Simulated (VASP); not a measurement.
A run of VASP 6.6.1 is set up as follows.

The input INCAR:

```
  ALGO = Normal
  EDIFF = 1E-7
  ENCUT = 520
  GGA = PE
  ISIF = 2
  ISMEAR = 0
  LASPH = T
  LCHARG = T
  LELF = T
  LREAL = F
  LVHAR = T
  LWAVE = F
  NBANDS = 40
  NELM = 80
  PREC = Accurate
  SIGMA = 0.1
```

Contents of KPOINTS:

```
k-points
0
Gamma
  8 8 8
```

Contents of POSCAR:

```
Ge3BiH4
1.0
    4.7287813866      0.0000000000      0.0000000000
    0.0000000000      4.7287813866      0.0000000000
    0.0000000000      0.0000000000      4.7287813866
Ge Bi H
3 1 4
Direct
    0.0000000000      0.5000000000      0.5000000000
    0.5000000000      0.0000000000      0.5000000000
    0.5000000000      0.5000000000      0.0000000000
    0.0000000000      0.0000000000      0.0000000000
    0.5000000000      0.5000000000      0.5000000000
    0.5000000000      0.0000000000      0.0000000000
    0.0000000000      0.5000000000      0.0000000000
    0.0000000000      0.0000000000      0.5000000000
```

Potentials or basis: VASP PAW PBE potentials, release 64 (Ge_d, Bi_d, H).

Launch:

```console
$ cat potpaw_PBE.64/Ge_d/POTCAR potpaw_PBE.64/Bi_d/POTCAR potpaw_PBE.64/H/POTCAR > POTCAR
$ mpirun -np 1 vasp_std > vasp.out
```

Problem. Predict the pressure.

Solution. -0.1 GPa.
